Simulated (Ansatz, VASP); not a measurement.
**Rh in VASP and in Ansatz**

File INCAR:

```
SYSTEM = Rh
PREC = Accurate
ENCUT = 520
EDIFF = 1E-6
ISMEAR = -1
SIGMA = 0.1
LREAL = .FALSE.
LASPH = .TRUE.
NELM = 100
ALGO = Normal
ISIF = 2
LWAVE = .FALSE.
LCHARG = .FALSE.
GGA = RP
NBANDS = 22
```

File KPOINTS:

```
Automatic mesh
0
G
  14 14 13
  0 0 0
```

The input POSCAR:

```
Rh
1.0
   -2.7634885398      3.1797357411      1.3564733176
    3.1797357411     -2.7634885398      1.3564733176
    1.9352499982      1.9352499982     -0.5941158061
Rh
2
Direct
    0.0102247971      0.9897752029      0.0000000000
    0.7397752029      0.2602247971      0.5000000000
```

Input for Ansatz:

```yaml
crystal:
  lattice:
    - [-2.7634885398, 3.1797357411, 1.3564733176]
    - [3.1797357411, -2.7634885398, 1.3564733176]
    - [1.9352499982, 1.9352499982, -0.5941158061]
  atoms:
    - { symbol: Rh, position: [0.0102247971, 0.9897752029, 0.0] }
    - { symbol: Rh, position: [0.7397752029, 0.2602247971, 0.5] }
hamiltonian:
  xc: rpbe
  pseudopotentials:
    kind: paw
    azcp:
      Rh: "pseudopotentials/Rh.paw.azcp"
basis:
  ecutwfc: 420
  fft_grid_basis: typed
kpoints:
  mp_grid: { grid: [14, 14, 13], shift: [0, 0, 0] }
magnetization:
  spin_polarized: false
scf:
  occupations: { method: fermi_dirac, width: 0.1 }
  lower_state_search: "off"
output:
  stress: true
  write_density: true
  write_potential: true
  elf: true
  volumetric_format: npy
```

Alike in both runs: task single point; functional RPBE; k mesh 14 × 14 × 13; occupations fermi-dirac, width 0.1 eV; no spin polarisation.

```csv
,VASP,Ansatz
version,VASP 6.6.1,Ansatz 0.2.0
potentials or method,"VASP PAW PBE potentials, release 64 (Rh_pv), cutoff 520 eV","plane waves (420 eV) with PAW, scalar-relativistic"
valence electrons in the cell,30,34
```

VASP gave:

- pressure (GPa): -13.4
- traceless stress, the component that is largest in VASP (GPa): 1.36

Question: What did Ansatz give for the same quantities?

Answer: Pressure (GPa): -13.5; traceless stress, the component that is largest in VASP (GPa): 1.40.

VASP's potentials were made for PBE, not for RPBE. With one functional, cell and mesh, what is left measures potentials, basis and numerics. VASP's potentials hold 30 valence electrons a cell and Ansatz's 34, so a difference there can come from the potentials and not from the codes.
